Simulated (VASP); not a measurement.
Set up this calculation in VASP 6.6.1, as the native input.

- Task: single point
- Functional: PBE0
- Potentials or basis: VASP PAW PBE potentials, release 64 (Sb)
- Cutoff: 520 eV
- k mesh: 5 × 5 × 5
- Occupations: fermi-dirac, width 0.05 eV
- Spin: no spin polarisation
- Dipole correction: no
- Grid for exact exchange (PRECFOCK): Normal
- Further INCAR settings: ALGO = Normal; EDIFF = 1e-06; NBANDS = 8

The system is Sb.

```
Sb
1.0
     0.00000    2.37124    2.37124
     2.37124    0.00000    2.37124
     2.37124    2.37124    0.00000
Sb
1
Direct
  0.00000 0.00000 0.00000
```

One way to write it, as run:

POSCAR

```
Sb
1.0
    0.0000000000      2.3712425216      2.3712425216
    2.3712425216      0.0000000000      2.3712425216
    2.3712425216      2.3712425216      0.0000000000
Sb
1
Direct
    0.0000000000      0.0000000000      0.0000000000
```

INCAR.step1

```
SYSTEM = Sb
ALGO = Normal ; EDIFF = 1E-5
ENCUT = 520 ; GGA = PE
ISIF = 2 ; ISMEAR = -1
LASPH = .TRUE. ; LCHARG = .FALSE.
LREAL = .FALSE. ; LWAVE = .TRUE.
NBANDS = 8 ; NELM = 100
PREC = Accurate ; SIGMA = 0.05
```

INCAR.step2

```
SYSTEM = Sb
AEXX = 0.25 ; ALGO = Normal
EDIFF = 1E-6 ; ENCUT = 520
GGA = PE ; ISIF = 2
ISMEAR = -1 ; ISTART = 1
LASPH = .TRUE. ; LCHARG = .FALSE.
LHFCALC = .TRUE. ; LREAL = .FALSE.
LWAVE = .FALSE. ; NBANDS = 8
NELM = 100 ; PREC = Accurate
PRECFOCK = Normal ; SIGMA = 0.05
```

KPOINTS

```
k-points
0
G
  5 5 5
  0 0 0
```

Potentials or basis: VASP PAW PBE potentials, release 64 (Sb).

Launch:

```sh
$ cat potpaw_PBE.64/Sb/POTCAR > POTCAR
$ cp INCAR.step1 INCAR
$ mpirun -np 1 vasp_std > vasp.out
$ cp INCAR.step2 INCAR
$ mpirun -np 1 vasp_std > vasp.out
```

It gave:

* Pressure: -1.5 GPa

Caveat: the k points lie up to 0.46 Å⁻¹ apart; the PAW data sets were made with another functional, which shifts forces and pressure a little.

Wall time 2.1 min on 1 thread of Intel Xeon 6975P-C, on a shared host, peak memory 0.16 GiB.
